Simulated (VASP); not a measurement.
Runs of VASP 6.6.1 on GaMo. The structure is that of space group Fm-3m (No. 225), or close to it. The cells are those of the table. 

```csv
task,cell,k mesh,cutoff (eV),gap on the mesh (eV),pressure (GPa)
single point,"a = 3.623 Å, angles 120.0, 120.0, 90.0°, 2 atoms",8 × 8 × 8,520,none,0.6
single point,"a = 3.626 Å, angles 60.0°, 2 atoms",7 × 7 × 7,520,none,0.2
single point,"a = 3.625 Å, angles 120.0, 120.0, 90.0°, 2 atoms",7 × 7 × 7,520,none,(a)
single point,"a = 3.628 Å, angles 60.0°, 2 atoms",6 × 6 × 6,520,none,-0.1
relaxation of cell and atoms,"relaxed from a = 3.700 Å, angles 60.0°, 2 atoms",6 × 6 × 6,600,none,-0.1
```

Alike in all rows: level PBE; potentials or basis VASP PAW PBE potentials, release 64 (Ga_d, Mo_sv); no spin polarisation; smearing gaussian 0.2 eV.

Estimate the missing entries.

(a) 0.4.

A k mesh can miss the band edges, and the runs leave out spin-orbit coupling on Ga, Mo.

A gap of «none» marks levels without a gap at the run's occupations.
